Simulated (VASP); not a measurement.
# Ge (Fd-3m) in VASP: settings compared

The runs below take Ge through single point, with PBE0, PBEsol-based screened hybrid with 25 % exact exchange.

Everything below comes from runs of VASP 6.6.1. Logs are shortened: lines on timing, memory, paths and dates and some standing lists are left out, and cuts for length are marked.

### Step 1. The cell of the first run

It takes space group Fd-3m (No. 227, cubic). Conventional cell: a = 5.695 Å, b = 5.695 Å, c = 5.695 Å, α = 90.00°, β = 90.00°, γ = 90.00°. Ge (site symmetry -43m) has 4 Ge at 2.47 Å within 3.3 Å.

### Step 2. Single point, PBE0

Input file POSCAR:

```
Ge
1.0
    0.0000000000      2.8476450493      2.8476450493
    2.8476450493      0.0000000000      2.8476450493
    2.8476450493      2.8476450493      0.0000000000
Ge
2
Direct
    0.7500000000      0.7500000000      0.7500000000
    0.5000000000      0.5000000000      0.5000000000
```

Input file INCAR.step1:

```
SYSTEM = Ge
PREC = Accurate ; ENCUT = 520
EDIFF = 1E-5 ; ISMEAR = -1
SIGMA = 0.05 ; LREAL = .False.
LASPH = .True. ; NELM = 100
ALGO = Normal ; ISIF = 2
LWAVE = .True. ; NBANDS = 21
GGA = PE
```

Input file INCAR.step2:

```
SYSTEM = Ge
PREC = Accurate ; ENCUT = 520
EDIFF = 1E-6 ; ISMEAR = -1
SIGMA = 0.05 ; LREAL = .False.
LASPH = .True. ; NELM = 100
ALGO = Normal ; ISIF = 2
LWAVE = .False. ; LCHARG = .True.
GGA = PE ; LHFCALC = .True.
AEXX = 0.25 ; PRECFOCK = Normal
LELF = .True. ; LVHAR = .True.
NBANDS = 21 ; ISTART = 1
```

Input file KPOINTS:

```
Automatic mesh
0
Gamma
  4 4 4
  0 0 0
```

Potentials or basis: VASP PAW PBE potentials, release 64 (Ge_d).

The run is started by

```sh
> cat potpaw_PBE.64/Ge_d/POTCAR > POTCAR
> cp INCAR.step1 INCAR
> mpirun -np 1 vasp_std > vasp.out
> cp INCAR.step2 INCAR
> mpirun -np 1 vasp_std > vasp.out
```

OUTCAR:

```text
SYSTEM = Ge
   PREC = Accurate
   ENCUT = 520
   EDIFF = 1E-6
   ISMEAR = -1
   LREAL = .False.
   LASPH = .True.
   NELM = 100
   ISIF = 2
   GGA = PE
   LHFCALC = .True.
   AEXX = 0.25
   PRECFOCK = Normal
   ISTART = 1

 ion  position               nearest neighbor table
   1  0.750  0.750  0.750-   2 2.47   2 2.47   2 2.47   2 2.47
   2  0.500  0.500  0.500-   1 2.47   1 2.47   1 2.47   1 2.47

  LATTYP: Found a face centered cubic cell.
 ALAT       =     5.6952900986

  Lattice vectors:

 A1 = (   0.0000000000,   2.8476450493,   2.8476450493)
 A2 = (   2.8476450493,   0.0000000000,   2.8476450493)
 A3 = (   2.8476450493,   2.8476450493,   0.0000000000)

Analysis of symmetry for initial positions (statically):
=====================================================================
 Subroutine PRICEL returns:
 Original cell was already a primitive cell.

 Routine SETGRP: Setting up the symmetry group for a
 face centered cubic supercell.

 Subroutine GETGRP returns: Found 48 space group operations
 (whereof 24 operations were pure point group operations)
 out of a pool of 48 trial point group operations.

The static configuration has the point symmetry T_d .
 The point group associated with its full space group is O_h .

Analysis of symmetry for dynamics (positions and initial velocities):
=====================================================================
 Subroutine PRICEL returns:
 Original cell was already a primitive cell.

 Routine SETGRP: Setting up the symmetry group for a
 face centered cubic supercell.

 Subroutine GETGRP returns: Found 48 space group operations
 (whereof 24 operations were pure point group operations)
 out of a pool of 48 trial point group operations.

The dynamic configuration has the point symmetry T_d .
 The point group associated with its full space group is O_h .

 Subroutine INISYM returns: Found 48 space group operations
 (whereof 24 operations are pure point group operations),
 and found     1 'primitive' translations

----------------------------------------------------------------------------------------

                                     Primitive cell

  volume of cell :      46.1836

  direct lattice vectors                    reciprocal lattice vectors
     0.000000000  2.847645049  2.847645049    -0.175583681  0.175583681  0.175583681
     2.847645049  0.000000000  2.847645049     0.175583681 -0.175583681  0.175583681
     2.847645049  2.847645049  0.000000000     0.175583681  0.175583681 -0.175583681

  length of vectors
     4.027178250  4.027178250  4.027178250     0.304119857  0.304119857  0.304119857

  position of ions in fractional coordinates (direct lattice)
     0.750000000  0.750000000  0.750000000
     0.500000000  0.500000000  0.500000000

  ion indices of the primitive-cell ions
   primitive index   ion index
                 1           1
                 2           2

----------------------------------------------------------------------------------------

 KPOINTS: Automatic mesh

Automatic generation of k-mesh.
 Grid dimensions read from file:
 generate k-points for:    4    4    4

 Generating k-lattice:

  Cartesian coordinates                     Fractional coordinates (reciprocal lattice)
    -0.043895920  0.043895920  0.043895920     0.250000000  0.000000000  0.000000000
     0.043895920 -0.043895920  0.043895920     0.000000000  0.250000000  0.000000000
     0.043895920  0.043895920 -0.043895920     0.000000000  0.000000000  0.250000000

  Length of vectors
     0.076029964  0.076029964  0.076029964

  Shift w.r.t. Gamma in fractional coordinates (k-lattice)
     0.000000000  0.000000000  0.000000000

 Subroutine IBZKPT returns following result:
 ===========================================

 Found      8 irreducible k-points:

 Following reciprocal coordinates:
            Coordinates               Weight
  0.000000  0.000000  0.000000      1.000000
  0.250000  0.000000  0.000000      8.000000
  0.500000  0.000000  0.000000      4.000000
  0.250000  0.250000  0.000000      6.000000
  0.500000  0.250000  0.000000     24.000000
 -0.250000  0.250000  0.000000     12.000000
  0.500000  0.500000  0.000000      3.000000
 -0.250000  0.500000  0.250000      6.000000
   k-points           NKPTS =      8   k-points in BZ     NKDIM =     64   number of bands    NBANDS=     21
   number of dos      NEDOS =    301   number of ions     NIONS =      2
   total plane-waves  NPLWV =  27000
   dimension x,y,z NGX =    30 NGY =   30 NGZ =   30
   dimension x,y,z NGXF=    60 NGYF=   60 NGZF=   60
   ions per type =               2
   NGX,Y,Z   is equivalent  to a cutoff of  12.38, 12.38, 12.38 a.u.
   NGXF,Y,Z  is equivalent  to a cutoff of  24.77, 24.77, 24.77 a.u.
 SYSTEM =  Ge
   PREC   = accura    normal or accurate (medium, high low for compatibility)
   ISTART =      1    job   : 0-new  1-cont  2-samecut
   ICHARG =      0    charge: 1-file 2-atom 10-const
   ISPIN  =      1    spin polarized calculation?
   LNONCOLLINEAR =      F non collinear calculations
   LSORBIT =      F    spin-orbit coupling
   LASPH  =      T    aspherical Exc in radial PAW
   ENCUT  =  520.0 eV  38.22 Ry    6.18 a.u.   7.49  7.49  7.49*2*pi/ulx,y,z
   NELM   =    100;   NELMIN=  2; NELMDL=  0     # of ELM steps
   EDIFF  = 0.1E-05   stopping-criterion for ELM
   LREAL  =      F    real-space projection
   EDIFFG = 0.1E-04   stopping-criterion for IOM
   NSW    =      0    number of steps for IOM
   IBRION =     -1    ionic relax: 0-MD 1-quasi-New 2-CG
   NFREE  =      0    steps in history (QN), initial steepest desc. (CG)
   ISIF   =      2    stress and relaxation
   ISYM   =      3    0-nonsym 1-usesym 2-fastsym
   POTIM  = 0.5000    time-step for ionic-motion
   TEBEG  =    0.0;   TEEND  =   0.0 temperature during run
   PSTRESS=    0.0 pullay stress
   NELECT =      28.0000    total number of electrons
   NUPDOWN=      -1.0000    fix difference up-down
   EMIN   =  10.00;   EMAX   =-10.00  energy-range for DOS
   EFERMI =   0.00;   METHOD = LEGACY
   ISMEAR =    -1;   SIGMA  =   0.05  broadening in eV -4-tet -1-fermi 0-gaus
   EFERMI_NEDOS =   21; number of points for ismear=-14 and -15
   IALGO  =     38    algorithm
   IMIX   =      1    mixing-type and parameters
     AMIX     =   0.40;   BMIX     =  1.00
     AMIX_MAG =   1.60;   BMIX_MAG =  1.00
  volume/ion in A,a.u.               =      23.09       155.83
  Fermi-wavevector in a.u.,A,eV,Ry     =   1.385580  2.618367 26.120905  1.919832
  Thomas-Fermi vector in A             =   2.509977
   LORBIT       =      0    0 simple, 1 ext, 2 COOP (PROOUT), +10 PAW based schemes
   GGA     = PE    functional components
   LHFCALC =     T    Hartree Fock is set to
   PRECFOCK=normal    Normal, Fast or Accurate (Low or Medium for compatibility)
   ENCUT4O =  -1.0   cutoff for four orbital integrals eV
   NKREDX  =     1    reduce k-point grid by
   NKREDY  =     1    reduce k-point grid by
   NKREDZ  =     1    reduce k-point grid by
   AEXX    =    0.2500 exact exchange contribution
   HFSCREEN=    0.0000 screening length (either q_TF or 0.3 A-1)
   HFSCREENC=   0.0000 screening length for correlation (either q_TF or 0.3 A-1)
   ENCUTFOCK=  -1.0 apply spherical cutoff to Coloumb kernel
   IVDW    =     0    specifies the selected vdW correction
   LEPSILON=     F    determine dielectric tensor
   LRPA    =     F    only Hartree local field effects (RPA)
 non-spin polarized calculation
  energy-cutoff  :      520.00
  volume of cell :       46.18
 maximum number of plane-waves:      1245
 NGX is ok and might be reduce to    30
  NGX = 24; NGY = 24; NGZ = 24

 number of electron      28.0000006 magnetization

 Free energy of the ion-electron system (eV)
  ---------------------------------------------------
  ext. energy  EPLUGINS =         0.00000000
  ---------------------------------------------------
  free energy    TOTEN  =       -11.50035266 eV

  energy without entropy =      -11.50035261  energy(sigma->0) =      -11.50035263

 E-fermi :   4.8600     XC(G=0):  -7.7511

 val. band max:        4.1214083741   @ k =   0.0000   0.0000   0.0000
 cond. band min:       5.5886454825   @ k =   0.0000   0.0000   0.0000
 fundamental gap:      1.4672371084
 Fermi energy:         4.8599641111

 k-point     1 :       0.0000    0.0000    0.0000
  band No.  band energies     occupation
      1     -23.8082      2.00000
      2     -23.8082      2.00000
      3     -23.8082      2.00000
      4     -23.7732      2.00000
      5     -23.7732      2.00000
      6     -23.5751      2.00000
[... 13 lines left out ...]
     20      15.2002      0.00000
     21      15.2002      0.00000

 k-point     2 :       0.2500    0.0000    0.0000
  band No.  band energies     occupation
      1     -23.8259      2.00000
      2     -23.8259      2.00000
      3     -23.8003      2.00000
      4     -23.7459      2.00000
      5     -23.7459      2.00000
      6     -23.5973      2.00000
[... 13 lines left out ...]
     20      14.0047      0.00000
     21      14.0047      0.00000

 k-point     3 :       0.5000    0.0000    0.0000
  band No.  band energies     occupation
      1     -23.8323      2.00000
      2     -23.8323      2.00000
      3     -23.7922      2.00000
      4     -23.7331      2.00000
      5     -23.7331      2.00000
      6     -23.6047      2.00000
[... 13 lines left out ...]
     20      17.0941      0.00000
     21      17.1318      0.00000

 k-point     4 :       0.2500    0.2500    0.0000
  band No.  band energies     occupation
      1     -23.8264      2.00000
      2     -23.8264      2.00000
      3     -23.8139      2.00000
      4     -23.7407      2.00000
      5     -23.7069      2.00000
      6     -23.6562      2.00000
[... 13 lines left out ...]
     20      15.9205      0.00000
     21      16.3151      0.00000

 k-point     5 :       0.5000    0.2500    0.0000
  band No.  band energies     occupation
      1     -23.8524      2.00000
      2     -23.8383      2.00000
      3     -23.7725      2.00000
      4     -23.7076      2.00000
      5     -23.6892      2.00000
      6     -23.6716      2.00000
[... 13 lines left out ...]
     20      17.2246      0.00000
     21      17.6567      0.00000

 k-point     6 :      -0.2500    0.2500    0.0000
  band No.  band energies     occupation
      1     -23.8479      2.00000
      2     -23.8406      2.00000
      3     -23.7669      2.00000
      4     -23.7309      2.00000
      5     -23.7047      2.00000
      6     -23.6368      2.00000
[... 13 lines left out ...]
     20      15.3069      0.00000
     21      17.7849      0.00000

 k-point     7 :       0.5000    0.5000    0.0000
  band No.  band energies     occupation
      1     -23.8418      2.00000
      2     -23.8418      2.00000
      3     -23.7586      2.00000
      4     -23.7586      2.00000
      5     -23.6640      2.00000
      6     -23.6640      2.00000
[... 13 lines left out ...]
     20      17.5526      0.00000
     21      18.6405      0.00000

 k-point     8 :      -0.2500    0.5000    0.2500
  band No.  band energies     occupation
      1     -23.8546      2.00000
      2     -23.8546      2.00000
      3     -23.7189      2.00000
      4     -23.7189      2.00000
      5     -23.6713      2.00000
      6     -23.6713      2.00000
[... 13 lines left out ...]
     20      16.9787      0.00000
     21      18.8927      0.00000

------------------------ aborting loop because EDIFF is reached ----------------------------------------

  FORCE on cell =-STRESS in cart. coord.  units (eV):
  Direction    XX          YY          ZZ          XY          YZ          ZX
  --------------------------------------------------------------------------------------
  -------------------------------------------------------------------------------------
  Total       -0.1768436     -0.1768436     -0.1768436      0.0000000      0.0000000      0.0000000
  in kB       -6.1349676     -6.1349676     -6.1349676      0.0000000      0.0000000      0.0000000
  external PRESSURE =      -6.1349676 kB  Pullay stress =       0.0000000 kB

 VOLUME and BASIS-vectors are now :
 -----------------------------------------------------------------------------
  energy-cutoff  :      520.00
  volume of cell :       46.18
      direct lattice vectors                 reciprocal lattice vectors
     0.000000000  2.847645049  2.847645049    -0.175583681  0.175583681  0.175583681
     2.847645049  0.000000000  2.847645049     0.175583681 -0.175583681  0.175583681
     2.847645049  2.847645049  0.000000000     0.175583681  0.175583681 -0.175583681

 POSITION                                       TOTAL-FORCE (eV/Angst)
 -----------------------------------------------------------------------------------
      4.27147      4.27147      4.27147         0.000000      0.000000      0.000000
      2.84765      2.84765      2.84765        -0.000000     -0.000000     -0.000000
 -----------------------------------------------------------------------------------
    total drift:                               -0.000001     -0.000000      0.000001

  FREE ENERGIE OF THE ION-ELECTRON SYSTEM (eV)
  ---------------------------------------------------
  free  energy   TOTEN  =       -11.5003526633 eV

  energy  without entropy=      -11.5003526057  energy(sigma->0) =      -11.50035263
```

Wall time 20 min (1 thread of Intel Xeon Platinum 8375C at 2.90GHz (Ice Lake), shared host); peak memory 0.17 GiB.

Results:

```
Free energy            : -11.5004 eV
Pressure               : -0.6 GPa
Band gap on the k mesh : 1.47 eV
```

Caveat: the k points lie up to 0.48 Å⁻¹ apart; the PAW data sets were made with another functional, which shifts forces and pressure a little.

### Step 3. Single point, PBEsol-based screened hybrid with 25 % exact exchange

This run uses another cell than the first one, of 24.00 Å³/atom.

Input file POSCAR:

```
Ge
1.0
    0.0000000000      2.8843929095      2.8843929095
    2.8843929095      0.0000000000      2.8843929095
    2.8843929095      2.8843929095      0.0000000000
Ge
2
Direct
    0.7500000000      0.7500000000      0.7500000000
    0.5000000000      0.5000000000      0.5000000000
```

Input file INCAR.step1:

```
SYSTEM = Ge
PREC     = Accurate       ! precision mode
ENCUT    = 520            ! plane-wave cutoff, eV
EDIFF    = 1E-5           ! SCF threshold, eV
ISMEAR   = -1             ! smearing method
SIGMA    = 0.05           ! smearing width, eV
LREAL    = .FALSE.        ! projectors in reciprocal space
LASPH    = .TRUE.         ! aspherical terms in the spheres
NELM     = 100            ! most SCF steps
ALGO     = Normal         ! electronic algorithm
ISIF     = 2              ! what is computed and relaxed
LWAVE    = .TRUE.         ! write WAVECAR
LCHARG   = .FALSE.        ! write CHGCAR
NBANDS   = 21             ! bands
GGA      = PE             ! functional
```

Input file INCAR.step2:

```
SYSTEM = Ge
PREC     = Accurate       ! precision mode
ENCUT    = 520            ! plane-wave cutoff, eV
EDIFF    = 1E-7           ! SCF threshold, eV
ISMEAR   = -1             ! smearing method
SIGMA    = 0.05           ! smearing width, eV
LREAL    = .FALSE.        ! projectors in reciprocal space
LASPH    = .TRUE.         ! aspherical terms in the spheres
NELM     = 100            ! most SCF steps
ALGO     = Normal         ! electronic algorithm
ISIF     = 2              ! what is computed and relaxed
LWAVE    = .FALSE.        ! write WAVECAR
LCHARG   = .FALSE.        ! write CHGCAR
GGA      = PS             ! functional
LHFCALC  = .TRUE.         ! exact exchange
AEXX     = 0.25           ! exact-exchange fraction
HFSCREEN = 0.207          ! screening, 1/A
PRECFOCK = Normal       
NBANDS   = 21             ! bands
ISTART   = 1
```

Input file KPOINTS:

```
regular mesh
0
G
  4 4 4
  0 0 0
```

Potentials or basis: VASP PAW PBE potentials, release 64 (Ge_d).

The run is started by

```sh
> cat potpaw_PBE.64/Ge_d/POTCAR > POTCAR
> cp INCAR.step1 INCAR
> mpirun -np 1 vasp_std > vasp.out
> cp INCAR.step2 INCAR
> mpirun -np 1 vasp_std > vasp.out
```

Wall time 29 min (1 thread of Intel Xeon 8259CL, shared host); peak memory 0.27 GiB.

It converged, with:

* Free energy: -10.9536 eV
* Pressure: -4.6 GPa
* Band gap on the k mesh: 0.27 eV

Levels at points of the mesh, in eV from the valence-band top:
```csv
k point,band 11,band 12,band 13,band 14,band 15,band 16,band 17,band 18
"(0.00, 0.00, 0.00)",-13.59,0.00,0.00,0.00,0.27,3.19,3.19,3.19
"(0.50, 0.00, 0.00)",-11.40,-8.02,-1.43,-1.43,0.60,4.41,4.41,7.77
"(0.50, 0.50, 0.00)",-9.48,-9.48,-3.14,-3.14,1.30,1.30,10.28,10.28
```

Caveat: the k points lie up to 0.47 Å⁻¹ apart; the PAW data sets were made with another functional, which shifts forces and pressure a little. A k mesh can miss the band edges.
